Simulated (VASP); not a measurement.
# KZnF3 (Pm-3m) in VASP: a series of runs

KZnF3 is run at these levels: PBE; tasks: relaxation of cell and atoms.

Program: VASP 6.6.1. These are calculated values, not measurements. Logs are shortened: lines on timing, memory, paths and dates and some standing lists are left out, and cuts for length are marked.

### Step 1. The cell of the first run

Symmetry: Pm-3m, No. 221, cubic system. The conventional cell has a = 4.050 Å, b = 4.050 Å, c = 4.050 Å, α = 90.00°, β = 90.00°, γ = 90.00°. K (site symmetry m-3m) has 12 F at 2.86 Å and 8 Zn at 3.51 Å within 3.8 Å. Within 2.7 Å of Zn (site symmetry m-3m) lie 6 F at 2.02 Å. Within 2.7 Å of F (site symmetry 4/mmm) lie 2 Zn at 2.02 Å.

### Step 2. Relaxation of cell and atoms, PBE

File INCAR:

```
SYSTEM = KZnF3
PREC     = Accurate       ! precision mode
ENCUT    = 600            ! plane-wave cutoff, eV
EDIFF    = 1E-6           ! SCF threshold, eV
ISMEAR   = 0              ! smearing method
SIGMA    = 0.01           ! smearing width, eV
LREAL    = .FALSE.        ! projectors in reciprocal space
LASPH    = .TRUE.         ! aspherical terms in the spheres
NELM     = 100            ! most SCF steps
ALGO     = Normal         ! electronic algorithm
ISIF     = 3              ! what is computed and relaxed
LWAVE    = .FALSE.        ! write WAVECAR
LCHARG   = .FALSE.        ! write CHGCAR
GGA      = PE             ! functional
IBRION   = 2              ! ionic algorithm
NSW      = 50             ! ionic steps
EDIFFG   = -0.03          ! ionic threshold
```

File KPOINTS:

```
regular mesh
0
G
  4 4 4
  0 0 0
```

File POSCAR:

```
KZnF3
1.0
    4.0500000000      0.0000000000      0.0000000000
    0.0000000000      4.0500000000      0.0000000000
    0.0000000000      0.0000000000      4.0500000000
K Zn F
1 1 3
Direct
    0.0000000000      0.0000000000      0.0000000000
    0.5000000000      0.5000000000      0.5000000000
    0.5000000000      0.5000000000      0.0000000000
    0.0000000000      0.5000000000      0.5000000000
    0.5000000000      0.0000000000      0.5000000000
```

Potentials or basis: VASP PAW PBE potentials, release 64 (K_sv, Zn, F).

Launch:

```bash
> cat potpaw_PBE.64/K_sv/POTCAR potpaw_PBE.64/Zn/POTCAR potpaw_PBE.64/F/POTCAR > POTCAR
> mpirun -np 1 vasp_std > vasp.out
```

OUTCAR:

```text
SYSTEM = KZnF3
   PREC = Accurate
   ENCUT = 600
   EDIFF = 1E-6
   ISMEAR = 0
   LREAL = .FALSE.
   LASPH = .TRUE.
   NELM = 100
   ISIF = 3
   GGA = PE
   IBRION = 2
   NSW = 50
   EDIFFG = -0.03

 ion  position               nearest neighbor table
   1  0.000  0.000  0.000-
   2  0.500  0.500  0.500-   3 2.02   4 2.02   5 2.02   3 2.02   5 2.02   4 2.02
   3  0.500  0.500  0.000-   2 2.02   2 2.02
   4  0.000  0.500  0.500-   2 2.02   2 2.02
   5  0.500  0.000  0.500-   2 2.02   2 2.02

  LATTYP: Found a simple cubic cell.
 ALAT       =     4.0500000000

  Lattice vectors:

 A1 = (   4.0500000000,   0.0000000000,   0.0000000000)
 A2 = (   0.0000000000,   4.0500000000,   0.0000000000)
 A3 = (   0.0000000000,   0.0000000000,   4.0500000000)

Analysis of symmetry for initial positions (statically):
=====================================================================
 Subroutine PRICEL returns:
 Original cell was already a primitive cell.

 Routine SETGRP: Setting up the symmetry group for a
 simple cubic supercell.

 Subroutine GETGRP returns: Found 48 space group operations
 (whereof 48 operations were pure point group operations)
 out of a pool of 48 trial point group operations.

The static configuration has the point symmetry O_h .

Analysis of symmetry for dynamics (positions and initial velocities):
=====================================================================
 Subroutine PRICEL returns:
 Original cell was already a primitive cell.

 Routine SETGRP: Setting up the symmetry group for a
 simple cubic supercell.

 Subroutine GETGRP returns: Found 48 space group operations
 (whereof 48 operations were pure point group operations)
 out of a pool of 48 trial point group operations.

The dynamic configuration has the point symmetry O_h .

 Subroutine INISYM returns: Found 48 space group operations
 (whereof 48 operations are pure point group operations),
 and found     1 'primitive' translations

----------------------------------------------------------------------------------------

                                     Primitive cell

  volume of cell :      66.4301

  direct lattice vectors                    reciprocal lattice vectors
     4.050000000  0.000000000  0.000000000     0.246913580  0.000000000  0.000000000
     0.000000000  4.050000000  0.000000000     0.000000000  0.246913580  0.000000000
     0.000000000  0.000000000  4.050000000     0.000000000  0.000000000  0.246913580

  length of vectors
     4.050000000  4.050000000  4.050000000     0.246913580  0.246913580  0.246913580

  position of ions in fractional coordinates (direct lattice)
     0.000000000  0.000000000  0.000000000
     0.500000000  0.500000000  0.500000000
     0.500000000  0.500000000  0.000000000
     0.000000000  0.500000000  0.500000000
     0.500000000  0.000000000  0.500000000

  ion indices of the primitive-cell ions
   primitive index   ion index
                 1           1
                 2           2
                 3           3
                 4           4
                 5           5

----------------------------------------------------------------------------------------

 KPOINTS: regular mesh

Automatic generation of k-mesh.
 Grid dimensions read from file:
 generate k-points for:    4    4    4

 Generating k-lattice:

  Cartesian coordinates                     Fractional coordinates (reciprocal lattice)
     0.061728395  0.000000000  0.000000000     0.250000000  0.000000000  0.000000000
     0.000000000  0.061728395  0.000000000     0.000000000  0.250000000  0.000000000
     0.000000000  0.000000000  0.061728395     0.000000000  0.000000000  0.250000000

  Length of vectors
     0.061728395  0.061728395  0.061728395

  Shift w.r.t. Gamma in fractional coordinates (k-lattice)
     0.000000000  0.000000000  0.000000000

 Subroutine IBZKPT returns following result:
 ===========================================

 Found     10 irreducible k-points:

 Following reciprocal coordinates:
            Coordinates               Weight
  0.000000  0.000000  0.000000      1.000000
  0.250000  0.000000  0.000000      6.000000
  0.500000  0.000000  0.000000      3.000000
  0.250000  0.250000  0.000000     12.000000
  0.500000  0.250000  0.000000     12.000000
  0.500000  0.500000  0.000000      3.000000
  0.250000  0.250000  0.250000      8.000000
  0.500000  0.250000  0.250000     12.000000
  0.500000  0.500000  0.250000      6.000000
  0.500000  0.500000  0.500000      1.000000
   k-points           NKPTS =     10   k-points in BZ     NKDIM =     10   number of bands    NBANDS=     25
   number of dos      NEDOS =    301   number of ions     NIONS =      5
   total plane-waves  NPLWV =  32768
   dimension x,y,z NGX =    32 NGY =   32 NGZ =   32
   dimension x,y,z NGXF=    64 NGYF=   64 NGZF=   64
   ions per type =               1   1   3
   NGX,Y,Z   is equivalent  to a cutoff of  13.14, 13.14, 13.14 a.u.
   NGXF,Y,Z  is equivalent  to a cutoff of  26.27, 26.27, 26.27 a.u.
 SYSTEM =  KZnF3
   PREC   = accura    normal or accurate (medium, high low for compatibility)
   ISTART =      0    job   : 0-new  1-cont  2-samecut
   ICHARG =      2    charge: 1-file 2-atom 10-const
   ISPIN  =      1    spin polarized calculation?
   LNONCOLLINEAR =      F non collinear calculations
   LSORBIT =      F    spin-orbit coupling
   LASPH  =      T    aspherical Exc in radial PAW
   ENCUT  =  600.0 eV  44.10 Ry    6.64 a.u.   8.09  8.09  8.09*2*pi/ulx,y,z
   NELM   =    100;   NELMIN=  2; NELMDL= -5     # of ELM steps
   EDIFF  = 0.1E-05   stopping-criterion for ELM
   LREAL  =      F    real-space projection
   EDIFFG = -.3E-01   stopping-criterion for IOM
   NSW    =     50    number of steps for IOM
   IBRION =      2    ionic relax: 0-MD 1-quasi-New 2-CG
   NFREE  =      1    steps in history (QN), initial steepest desc. (CG)
   ISIF   =      3    stress and relaxation
   ISYM   =      2    0-nonsym 1-usesym 2-fastsym
   POTIM  = 0.5000    time-step for ionic-motion
   TEBEG  =    0.0;   TEEND  =   0.0 temperature during run
   PSTRESS=    0.0 pullay stress
   NELECT =      42.0000    total number of electrons
   NUPDOWN=      -1.0000    fix difference up-down
   EMIN   =  10.00;   EMAX   =-10.00  energy-range for DOS
   EFERMI =   0.00;   METHOD = LEGACY
   ISMEAR =     0;   SIGMA  =   0.01  broadening in eV -4-tet -1-fermi 0-gaus
   EFERMI_NEDOS =   21; number of points for ismear=-14 and -15
   IALGO  =     38    algorithm
   IMIX   =      4    mixing-type and parameters
     AMIX     =   0.40;   BMIX     =  1.00
     AMIX_MAG =   1.60;   BMIX_MAG =  1.00
  volume/ion in A,a.u.               =      13.29        89.66
  Fermi-wavevector in a.u.,A,eV,Ry     =   1.405086  2.655228 26.861528  1.974267
  Thomas-Fermi vector in A             =   2.527583
   LORBIT       =      0    0 simple, 1 ext, 2 COOP (PROOUT), +10 PAW based schemes
   GGA     = PE    functional components
   LHFCALC =     F    Hartree Fock is set to
   AEXX    =    0.0000 exact exchange contribution
   IVDW    =     0    specifies the selected vdW correction
   LEPSILON=     F    determine dielectric tensor
   LRPA    =     F    only Hartree local field effects (RPA)
 conjugate gradient relaxation of ions
 non-spin polarized calculation
 Gauss-broadening in eV      SIGMA  =   0.01
  energy-cutoff  :      600.00
  volume of cell :       66.43
 maximum number of plane-waves:      2272
   NGX = 17   NGY = 17   NGZ = 17

--------------------------------------- Ionic step        1  -------------------------------------------

 number of electron      42.0000058 magnetization

 Free energy of the ion-electron system (eV)
  ---------------------------------------------------
  ext. energy  EPLUGINS =         0.00000000
  ---------------------------------------------------
  free energy    TOTEN  =       -20.27122424 eV

  energy without entropy =      -20.27122424  energy(sigma->0) =      -20.27122424

------------------------ aborting loop because EDIFF is reached ----------------------------------------

  FORCE on cell =-STRESS in cart. coord.  units (eV):
  Direction    XX          YY          ZZ          XY          YZ          ZX
  --------------------------------------------------------------------------------------
  -------------------------------------------------------------------------------------
  Total        1.8934368      1.8934368      1.8934368     -0.0000000     -0.0000000     -0.0000000
  in kB       45.6663525     45.6663525     45.6663525     -0.0000000     -0.0000000     -0.0000000
  external PRESSURE =      45.6663525 kB  Pullay stress =       0.0000000 kB

 VOLUME and BASIS-vectors are now :
 -----------------------------------------------------------------------------
  energy-cutoff  :      600.00
  volume of cell :       66.43
      direct lattice vectors                 reciprocal lattice vectors
     4.050000000  0.000000000  0.000000000     0.246913580  0.000000000  0.000000000
     0.000000000  4.050000000  0.000000000     0.000000000  0.246913580  0.000000000
     0.000000000  0.000000000  4.050000000     0.000000000  0.000000000  0.246913580
[... 40 lines left out ...]
 POSITION                                       TOTAL-FORCE (eV/Angst)
 -----------------------------------------------------------------------------------
      0.00000      0.00000      0.00000        -0.000000      0.000000      0.000000
      2.06199      2.06199      2.06199         0.000000     -0.000000      0.000000
      2.06199      2.06199     -0.00000        -0.000000      0.000000      0.000000
      0.00000      2.06199      2.06199         0.000000     -0.000000      0.000000
      2.06199      0.00000      2.06199        -0.000000     -0.000000      0.000000
 -----------------------------------------------------------------------------------
    total drift:                                0.000000     -0.000000     -0.000000

  FREE ENERGIE OF THE ION-ELECTRON SYSTEM (eV)
  ---------------------------------------------------
  free  energy   TOTEN  =       -20.3287276572 eV

  energy  without entropy=      -20.3287276572  energy(sigma->0) =      -20.32872766

--------------------------------------- Ionic step        3  -------------------------------------------

 number of electron      41.9999988 magnetization

 Free energy of the ion-electron system (eV)
  ---------------------------------------------------
  ext. energy  EPLUGINS =         0.00000000
  ---------------------------------------------------
  free energy    TOTEN  =       -20.32919120 eV

  energy without entropy =      -20.32919120  energy(sigma->0) =      -20.32919120

 E-fermi :  -1.2667     XC(G=0):  -9.5763

 val. band max:       -1.3475258961   @ k =   0.5000   0.5000   0.5000
 cond. band min:       2.2978549301   @ k =   0.0000   0.0000   0.0000
 fundamental gap:      3.6453808262
 Fermi energy:        -1.2667158673

 k-point     1 :       0.0000    0.0000    0.0000
  band No.  band energies     occupation
      1     -28.2500      2.00000
      2     -22.4773      2.00000
      3     -21.9278      2.00000
      4     -21.9278      2.00000
      5     -11.7283      2.00000
      6     -11.7283      2.00000
[... 17 lines left out ...]
     24       7.5876      0.00000
     25       7.9127      0.00000
[... 272 lines left out ...]
 POSITION                                       TOTAL-FORCE (eV/Angst)
 -----------------------------------------------------------------------------------
      0.00000      0.00000      0.00000        -0.000000      0.000000      0.000000
      2.06542      2.06542      2.06542         0.000000     -0.000000      0.000000
      2.06542      2.06542     -0.00000        -0.000000      0.000000      0.000000
      0.00000      2.06542      2.06542         0.000000     -0.000000      0.000000
      2.06542      0.00000      2.06542        -0.000000     -0.000000      0.000000
 -----------------------------------------------------------------------------------
    total drift:                                0.000000     -0.000000     -0.000000

  FREE ENERGIE OF THE ION-ELECTRON SYSTEM (eV)
  ---------------------------------------------------
  free  energy   TOTEN  =       -20.3291912032 eV

  energy  without entropy=      -20.3291912032  energy(sigma->0) =      -20.32919120

 reached required accuracy - stopping structural energy minimisation
```

It took 23 s on 1 thread of AMD EPYC 9R45 (Zen 5), shared host; peak memory 0.16 GiB.

What came out:

```
Free energy                           : -20.3292 eV
Relaxed volume                        : 14.10 Å³/atom
Relaxed cell                          : a = 4.131 Å, b = 4.131 Å, c = 4.131 Å, α = 90.00°, β = 90.00°, γ = 90.00°
Space group after relaxing (to 0.1 Å) : Pm-3m (No. 221)
Energy gained by relaxing             : 11.6 meV/atom
Ionic steps                           : 3
Pressure after relaxing               : 0.0 GPa
Band gap on the k mesh                : 3.65 eV (least direct gap 5.17 eV)
```

Step by step:
```
step  energy change (eV)  largest force (eV/Å)  pressure (GPa)  volume (Å³)
   1              0.0000                0.0000            4.57        66.43
   2             -0.0575                0.0000            0.39        70.14
   3             -0.0580                0.0000            0.02        70.49
```

Final structure:
```yaml
crystal:
  lattice:
    - [4.13084, 0.00000, 0.00000]
    - [0.00000, 4.13084, 0.00000]
    - [0.00000, 0.00000, 4.13084]
  atoms:
    - { symbol: K, position: [0.00000, 0.00000, 0.00000] }
    - { symbol: Zn, position: [0.50000, 0.50000, 0.50000] }
    - { symbol: F, position: [0.50000, 0.50000, 0.00000] }
    - { symbol: F, position: [0.00000, 0.50000, 0.50000] }
    - { symbol: F, position: [0.50000, 0.00000, 0.50000] }
```

Levels at points of the mesh, in eV from the valence-band top:
| k point | band 18 | band 19 | band 20 | band 21 | band 22 | band 23 | band 24 | band 25 |
| --- | --- | --- | --- | --- | --- | --- | --- | --- |
| (0.00, 0.00, 0.00) | -1.69 | -1.52 | -1.52 | -1.52 | 3.65 | 8.94 | 8.94 | 9.26 |
| (0.50, 0.00, 0.00) | -1.67 | -1.55 | -1.46 | -1.46 | 6.27 | 8.25 | 9.82 | 11.11 |
| (0.50, 0.50, 0.00) | -1.54 | -1.54 | -1.19 | 0.00 | 7.77 | 9.96 | 9.96 | 10.15 |
| (0.50, 0.50, 0.50) | -1.17 | -1.17 | 0.00 | 0.00 | 8.50 | 8.50 | 8.50 | 9.75 |

(Continued in part 2 of 2.)
